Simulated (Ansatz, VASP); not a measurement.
# Two plane-wave programs on La2Zr2O

```xyz
5
Lattice="3.5678 0.0000 0.0000 -1.7839 3.0898 0.0000 0.0000 0.0000 11.9539" Properties=species:S:1:pos:R:3 pbc="T T T"
La    0.0000    0.0000    8.6331
La    0.0000    0.0000    3.3208
Zr    1.7839    1.0299    5.9769
Zr    0.0000    2.0598    0.0000
O     1.7839    1.0299    0.0000
```

Change from the starting cell: species swapped into the Sr2ZnAs2 type (P-6m2, No. 187).

Alike in both runs: functional PBE; k mesh 6 × 6 × 2; occupations gaussian, width 0.1 eV; no spin polarisation.

Ansatz relaxed the structure, and its values are those at the end. VASP's run is a single point on that final structure, the one shown.

```csv
,VASP,Ansatz
version,VASP 6.6.1,Ansatz 0.2.0
potentials or method,"VASP PAW PBE potentials, release 64 (La, Zr_sv, O), cutoff 520 eV","scalar-relativistic, plane waves, PAW"
valence electrons in the cell,52,52
```

```tsv
	VASP	Ansatz	Ansatz less VASP
gap on the k mesh at the Fermi level (eV)	none	none	-
pressure (GPa)	0.1	0.0	-0.09
```

A gap of «none» marks a metal or a gap that the smearing closes. The functional is the same, so the differences come from potentials, cutoffs and numerics.

Spin-orbit coupling is off throughout.
